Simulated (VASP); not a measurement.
A run of VASP 6.6.1 is set up as follows.

INCAR

```
PREC     = Accurate       # precision mode
ENCUT    = 520            # plane-wave cutoff, eV
EDIFF    = 1E-6           # SCF threshold, eV
ISMEAR   = -1             # smearing method
SIGMA    = 0.1            # smearing width, eV
LREAL    = False          # projectors in reciprocal space
LASPH    = True           # aspherical terms in the spheres
NELM     = 100            # most SCF steps
ALGO     = Normal         # electronic algorithm
ISIF     = 2              # what is computed and relaxed
LWAVE    = False          # write WAVECAR
LCHARG   = False          # write CHGCAR
GGA      = CA             # functional
NBANDS   = 11             # bands
```

File KPOINTS:

```
Automatic mesh
0
Gamma
  4 4 4
```

The input POSCAR:

```
Pt
1.0
    0.0000000000      1.9474302061      1.9474302061
    1.9474302061      0.0000000000      1.9474302061
    1.9474302061      1.9474302061      0.0000000000
Pt
1
Direct
    0.0000000000      0.0000000000      0.0000000000
```

Potentials or basis: VASP PAW LDA potentials, release 64 (Pt).

Launch:

```sh
$ cat potpaw_LDA.64/Pt/POTCAR > POTCAR
$ mpirun -np 1 vasp_std > vasp.out
```

Problem. Predict the band gap on the k mesh.

Solution. Zero (band 5 reaches 12.07 eV, above the bottom of band 6 at 9.89 eV).

Problem. Estimate the pressure.

Solution. -0.9 GPa.

Caveat: the k points lie up to 0.70 Å⁻¹ apart; spin-orbit coupling is left out, which moves the levels of the heavy elements.
